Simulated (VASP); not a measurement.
# InGaSe (P4/mmm) in VASP: a series of runs, part 2 of 2

VASP 6.6.1. The steps go on from the part before.

## (3) Single point, PBE

This run uses another cell than the first one, of 27.79 Å³/atom, 1.124 times its volume.

INCAR reads:

```
  PREC = Accurate
  ENCUT = 520
  EDIFF = 1E-6
  ISMEAR = 0
  SIGMA = 0.1
  LREAL = F
  LASPH = T
  NELM = 100
  ALGO = Normal
  ISIF = 2
  LWAVE = F
  LCHARG = F
  GGA = PE
  NBANDS = 23
```

KPOINTS reads:

```
Automatic mesh
0
Gamma
  6 6 4
```

POSCAR reads:

```
InGaSe
1.0
    4.0840180486      0.0000000000      0.0000000000
    0.0000000000      4.0840180486      0.0000000000
    0.0000000000      0.0000000000      4.9987300078
In Ga Se
1 1 1
Direct
    0.0000000000      0.0000000000      0.0000000000
    0.5000000000      0.5000000000      0.0000000000
    0.5000000000      0.5000000000      0.5000000000
```

Potentials or basis: VASP PAW PBE potentials, release 64 (In_d, Ga_d, Se).

Started as:

```sh
> cat potpaw_PBE.64/In_d/POTCAR potpaw_PBE.64/Ga_d/POTCAR potpaw_PBE.64/Se/POTCAR > POTCAR
> mpirun -np 1 vasp_std > vasp.out
```

OUTCAR:

```text
PREC = Accurate
   ENCUT = 520
   EDIFF = 1E-6
   ISMEAR = 0
   LREAL = F
   LASPH = T
   NELM = 100
   ISIF = 2
   GGA = PE

 ion  position               nearest neighbor table
   1  0.000  0.000  0.000-   2 2.89   2 2.89   2 2.89   2 2.89
   2  0.500  0.500  0.000-   3 2.50   3 2.50   1 2.89   1 2.89   1 2.89   1 2.89
   3  0.500  0.500  0.500-   2 2.50   2 2.50

  LATTYP: Found a simple tetragonal cell.
 ALAT       =     4.0840180486
 C/A-ratio  =     1.2239735350

  Lattice vectors:

 A1 = (   4.0840180486,   0.0000000000,   0.0000000000)
 A2 = (   0.0000000000,   4.0840180486,   0.0000000000)
 A3 = (   0.0000000000,   0.0000000000,   4.9987300078)

Analysis of symmetry for initial positions (statically):
=====================================================================
 Subroutine PRICEL returns:
 Original cell was already a primitive cell.

 Routine SETGRP: Setting up the symmetry group for a
 simple tetragonal supercell.

 Subroutine GETGRP returns: Found 16 space group operations
 (whereof 16 operations were pure point group operations)
 out of a pool of 16 trial point group operations.

[... 157 lines left out ...]
  ---------------------------------------------------
  ext. energy  EPLUGINS =         0.00000000
  ---------------------------------------------------
  free energy    TOTEN  =        -8.95417531 eV

  energy without entropy =       -8.95249998  energy(sigma->0) =       -8.95333764

 E-fermi :   3.5490     XC(G=0):  -9.1664

 val. band max:        3.2647382754   @ k =   0.1667   0.0000   0.2500
 cond. band min:       3.6242150696   @ k =   0.5000   0.1667   0.5000
 fundamental gap:      0.3594767942
 Fermi energy:         3.5490352315

 k-point     1 :       0.0000    0.0000    0.0000
  band No.  band energies     occupation
      1     -11.4595      2.00000
      2     -11.4077      2.00000
      3     -11.3109      2.00000
      4     -11.1786      2.00000
      5     -11.1786      2.00000
      6     -10.9530      2.00000
[... 613 lines left out ...]
     22       8.9178      0.00000
     23       9.9685      0.00000

 [... further k-points ...]
[... 5 lines left out ...]
  --------------------------------------------------------------------------------------
  -------------------------------------------------------------------------------------
  Total        0.1200914      0.1200914      0.0401223      0.0000000      0.0000000      0.0000000
  in kB        2.3077424      2.3077424      0.7710131      0.0000000      0.0000000      0.0000000
  external PRESSURE =       1.7954993 kB  Pullay stress =       0.0000000 kB

 VOLUME and BASIS-vectors are now :
 -----------------------------------------------------------------------------
  energy-cutoff  :      520.00
  volume of cell :       83.37
      direct lattice vectors                 reciprocal lattice vectors
     4.084018049  0.000000000  0.000000000     0.244856900  0.000000000  0.000000000
     0.000000000  4.084018049  0.000000000     0.000000000  0.244856900  0.000000000
     0.000000000  0.000000000  4.998730008     0.000000000  0.000000000  0.200050813

 POSITION                                       TOTAL-FORCE (eV/Angst)
 -----------------------------------------------------------------------------------
      0.00000      0.00000      0.00000         0.000000      0.000000      0.000000
      2.04201      2.04201      0.00000         0.000000      0.000000      0.000000
      2.04201      2.04201      2.49937         0.000000      0.000000      0.000000
 -----------------------------------------------------------------------------------
    total drift:                                0.000000      0.000000     -0.000000

  FREE ENERGIE OF THE ION-ELECTRON SYSTEM (eV)
  ---------------------------------------------------
  free  energy   TOTEN  =        -8.9541753079 eV

  energy  without entropy=       -8.9524999814  energy(sigma->0) =       -8.95333764
```

OSZICAR:

```text
N       E                     dE             d eps       ncg     rms          rms(c)
DAV:   1     0.245824874901E+03    0.24582E+03   -0.15108E+04  1387   0.185E+03
DAV:   2     0.183778816376E+02   -0.22745E+03   -0.21795E+03  1415   0.428E+02
DAV:   3    -0.819704173663E+01   -0.26575E+02   -0.26061E+02  1709   0.135E+02
DAV:   4    -0.922899671055E+01   -0.10320E+01   -0.10298E+01  1614   0.282E+01
DAV:   5    -0.927133697700E+01   -0.42340E-01   -0.42336E-01  2086   0.527E+00    0.367E+00
DAV:   6    -0.896657397831E+01    0.30476E+00   -0.42249E-01  1856   0.102E+01    0.216E+00
DAV:   7    -0.895679096727E+01    0.97830E-02   -0.10674E-01  1800   0.297E+00    0.102E+00
DAV:   8    -0.895377912659E+01    0.30118E-02   -0.15297E-02  2049   0.135E+00    0.162E-01
DAV:   9    -0.895404461117E+01   -0.26548E-03   -0.38905E-03  1717   0.805E-01    0.952E-02
DAV:  10    -0.895412936116E+01   -0.84750E-04   -0.49780E-04  1694   0.251E-01    0.461E-02
DAV:  11    -0.895417596876E+01   -0.46608E-04   -0.89359E-05  1822   0.667E-02    0.142E-02
DAV:  12    -0.895417530786E+01    0.66090E-06   -0.95229E-06  2013   0.473E-02
   1 F= -.89541753E+01 E0= -.89533376E+01  d E =-.167533E-02
```

Run time: 22 s. Hardware: 1 thread of Intel Xeon 6975P-C (Granite Rapids), shared host; peak memory 0.22 GiB.

What came out:

* Free energy: -8.9542 eV
* Pressure: 0.2 GPa
* Band gap on the k mesh: zero (band 16 reaches 4.61 eV, above the bottom of band 17 at 1.55 eV)

Stress tensor (GPa, compression positive):
```
0.23 0.00 0.00
0.00 0.23 0.00
0.00 0.00 0.08
```

Levels at points of the mesh, in eV from the Fermi level:
| k point | band 13 | band 14 | band 15 | band 16 | band 17 | band 18 | band 19 | band 20 |
| --- | --- | --- | --- | --- | --- | --- | --- | --- |
| (0.00, 0.00, 0.00) | -4.30 | -1.46 | -1.46 | 0.08 | 2.30 | 2.30 | 3.60 | 4.78 |
| (0.50, 0.00, 0.00) | -4.84 | -3.81 | -0.97 | -0.81 | 2.09 | 3.70 | 3.70 | 4.45 |
| (0.50, 0.50, 0.00) | -3.59 | -3.59 | -3.56 | -3.28 | 0.32 | 0.32 | 3.65 | 5.68 |
| (0.00, 0.00, 0.50) | -1.59 | -0.60 | -0.60 | 0.62 | 0.62 | 0.81 | 3.22 | 4.51 |
| (0.50, 0.00, 0.50) | -5.29 | -2.79 | -0.39 | 1.06 | 2.95 | 3.84 | 4.02 | 4.06 |
| (0.50, 0.50, 0.50) | -3.30 | -2.33 | -2.33 | -1.99 | -1.99 | 1.66 | 2.66 | 4.66 |

Caveat: spin-orbit coupling is left out, which moves the levels of the heavy elements.

## (4) Relaxation of cell and atoms, PBE

INCAR reads:

```
SYSTEM = InGaSe
PREC = Accurate ; ENCUT = 600
EDIFF = 1E-6 ; ISMEAR = 0
SIGMA = 0.1 ; LREAL = .False.
LASPH = .True. ; NELM = 100
ALGO = Normal ; ISIF = 3
LWAVE = .False. ; LCHARG = .False.
GGA = PE ; IBRION = 2
NSW = 90 ; EDIFFG = -0.04
```

KPOINTS reads:

```
Automatic mesh
0
Gamma
  6 6 4
  0 0 0
```

POSCAR reads:

```
InGaSe
1.0
    3.5120604900      0.0000000000      0.0000000000
    0.0000000000      3.5120604900      0.0000000000
    0.0000000000      0.0000000000      6.0121803500
In Ga Se
1 1 1
Direct
    0.0000000000      0.0000000000      0.0000000000
    0.5000000000      0.5000000000      0.0000000000
    0.5000000000      0.5000000000      0.5000000000
```

Started as:

```sh
> cat potpaw_PBE.64/In_d/POTCAR potpaw_PBE.64/Ga_d/POTCAR potpaw_PBE.64/Se/POTCAR > POTCAR
> mpirun -np 1 vasp_std > vasp.out
```

Wall time 2.4 min (1 thread of Intel Xeon 6975P-C (Granite Rapids), shared host); peak memory 0.24 GiB.

The run converged. Its results:

| Property | Result |
| --- | --- |
| Free energy | -8.9518 eV |
| Relaxed volume | 28.05 Å³/atom |
| Relaxed cell | a = 4.101 Å, b = 4.101 Å, c = 5.004 Å, α = 90.00°, β = 90.00°, γ = 90.00° |
| Space group after relaxing (to 0.05 Å) | P4/mmm (No. 123) |
| Energy gained by relaxing | 598.6 meV/atom |
| Ionic steps | 10 |
| Pressure after relaxing | -0.1 GPa |
| Band gap on the k mesh | zero (band 16 reaches 4.53 eV, above the bottom of band 17 at 1.50 eV) |

The path:
| step | energy change (eV) | largest force (eV/Å) | pressure (GPa) | volume (Å³) |
| --- | --- | --- | --- | --- |
| 1 | 0.0000 | 0.0000 | 10.27 | 74.16 |
| 2 | -1.3474 | 0.0000 | -3.42 | 91.18 |
| 3 | -1.4256 | 0.0000 | -3.99 | 94.23 |
| 4 | -1.5222 | 0.0000 | -3.91 | 100.26 |
| 5 | -1.6530 | 0.0000 | 1.33 | 90.48 |
| 6 | -1.7359 | 0.0000 | -1.09 | 93.90 |
| 7 | -1.7585 | 0.0000 | -0.78 | 91.13 |
| 8 | -1.7947 | 0.0000 | -0.23 | 84.99 |
| 9 | -1.7932 | 0.0000 | 0.40 | 82.64 |
| 10 | -1.7957 | 0.0000 | -0.06 | 84.16 |

Final structure:
```xyz
3
Lattice="4.1013 0.0000 0.0000 0.0000 4.1013 0.0000 0.0000 0.0000 5.0035" Properties=species:S:1:pos:R:3 pbc="T T T"
In    0.0000    0.0000    0.0000
Ga    2.0507    2.0507    0.0000
Se    2.0507    2.0507    2.5018
```

Levels at points of the mesh, in eV from the Fermi level:
```
           k point  band 13  band 14  band 15  band 16  band 17  band 18  band 19  band 20
(0.00, 0.00, 0.00)    -4.25    -1.44    -1.44     0.05     2.31     2.31     3.60     4.79
(0.50, 0.00, 0.00)    -4.80    -3.78    -0.94    -0.80     2.13     3.67     3.69     4.44
(0.50, 0.50, 0.00)    -3.55    -3.53    -3.53    -3.27     0.36     0.36     3.66     5.71
(0.00, 0.00, 0.50)    -1.60    -0.59    -0.59     0.64     0.64     0.83     3.21     4.53
(0.50, 0.00, 0.50)    -5.24    -2.74    -0.39     1.08     2.94     3.83     4.00     4.08
(0.50, 0.50, 0.50)    -3.29    -2.27    -2.27    -1.95    -1.95     1.68     2.66     4.67
```

Caveat: spin-orbit coupling is left out, which moves the levels of the heavy elements.

## (5) Summary

| task | cell | cutoff (eV) | gap on the mesh (eV) | pressure (GPa) |
| --- | --- | --- | --- | --- |
| single point | a = 3.512, b = 3.512, c = 6.012 Å, 3 atoms | 520 | none | 10.3 |
| single point | a = 4.084, b = 4.084, c = 4.999 Å, 3 atoms | 520 | none | 0.2 |
| relaxation of cell and atoms | relaxed from a = 3.512, b = 3.512, c = 6.012 Å, 3 atoms | 600 | none | -0.1 |

Alike in all rows: level PBE; potentials or basis VASP PAW PBE potentials, release 64 (In_d, Ga_d, Se); no spin polarisation; k mesh 6 × 6 × 4; smearing gaussian 0.1 eV.

Caveats: spin-orbit coupling is left out, which moves the levels of the heavy elements.

Absolute energies hang on the potentials; compare differences alone.
